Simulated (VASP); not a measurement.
The system is WS2.

```xyz
6
Lattice="3.1461 0.0000 0.0000 -1.5730 2.7246 0.0000 0.0000 0.0000 12.1964" Properties=species:S:1:pos:R:3 pbc="T T T"
W     0.0000    1.8164    3.0491
W     1.5730    0.9082    9.1473
S     0.0000    1.8164    7.6127
S     1.5730    0.9082    1.5145
S     0.0000    1.8164   10.6820
S     1.5730    0.9082    4.5837
```

This cell differs from its parent crystal: strain along c alone, the other axes held: -4.0 %.

* Program: VASP 6.6.1
* Task: relaxation of the atoms
* Functional: PBEsol
* Potentials or basis: VASP PAW PBE potentials, release 64 (W_sv, S)
* Cutoff: 520 eV
* k mesh: 12 × 12 × 2
* Occupations: gaussian, width 0.02 eV
* Spin: no spin polarisation

At the start: pressure 4.3 GPa; volume 17.42 Å³/atom.

Task: How do energy, volume and symmetry change on relaxing?

Result: Over 3 steps the energy falls by 7.1 meV/atom; space group P6_3/mmc (No. 194, to 0.1 Å) before and after.

Step by step:
```tsv
step	energy change (eV)	largest force (eV/Å)	pressure (GPa)
1	0.0000	0.6833	4.26
2	-0.0425	0.0285	0.50
3	-0.0426	0.0005	0.65
```

Final structure:
```yaml
crystal:
  lattice:
    - [3.14608, 0.00000, 0.00000]
    - [-1.57304, 2.72459, 0.00000]
    - [0.00000, 0.00000, 12.19642]
  atoms:
    - { symbol: W, position: [0.33333, 0.66667, 0.25000] }
    - { symbol: W, position: [0.66667, 0.33333, 0.75000] }
    - { symbol: S, position: [0.33333, 0.66667, 0.62158] }
    - { symbol: S, position: [0.66667, 0.33333, 0.12158] }
    - { symbol: S, position: [0.33333, 0.66667, 0.87842] }
    - { symbol: S, position: [0.66667, 0.33333, 0.37842] }
```

Caveat: the cell differs from its parent crystal (strain along c alone, the other axes held: -4.0 %); the PAW data sets were made with another functional, which shifts forces and pressure a little; this functional lacks dispersion, which binds the layers, so the pressure and a relaxed spacing across them are unreliable.
